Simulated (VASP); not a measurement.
The system is CdSe (Cadmoselite).

```
Cd Se
1.0
     4.30000    0.00000    0.00000
    -2.15000    3.72391    0.00000
     0.00000    0.00000    7.02000
Cd Se
2 2
Direct
  0.33333 0.66667 0.00000
  0.66667 0.33333 0.50000
  0.33333 0.66667 0.38500
  0.66667 0.33333 0.88500
```

Base run:

| Item | Value |
| --- | --- |
| Program | VASP 6.6.1 |
| Functional | PBE |
| Potentials or basis | VASP PAW PBE potentials, release 64 (Cd, Se) |
| Cutoff | 520 eV |
| k mesh | 6 × 6 × 4 |
| Occupations | gaussian, width 0.01 eV |
| Spin | no spin polarisation |

Its results: band gap on the k mesh 0.70 eV, direct; pressure 3.3 GPa; largest force 0.292 eV/Å.

Problem. The run is repeated on the same cell with these changes: functional from PBE to BLYP. What comes out?

Solution. Band gap on the k mesh 0.66 eV, direct; pressure 6.4 GPa; largest force 0.318 eV/Å.

BLYP binds less tightly than PBE, so the same cell stands under more pressure.

Caveats: the PAW data sets were made with another functional, which shifts forces and pressure a little (some runs).

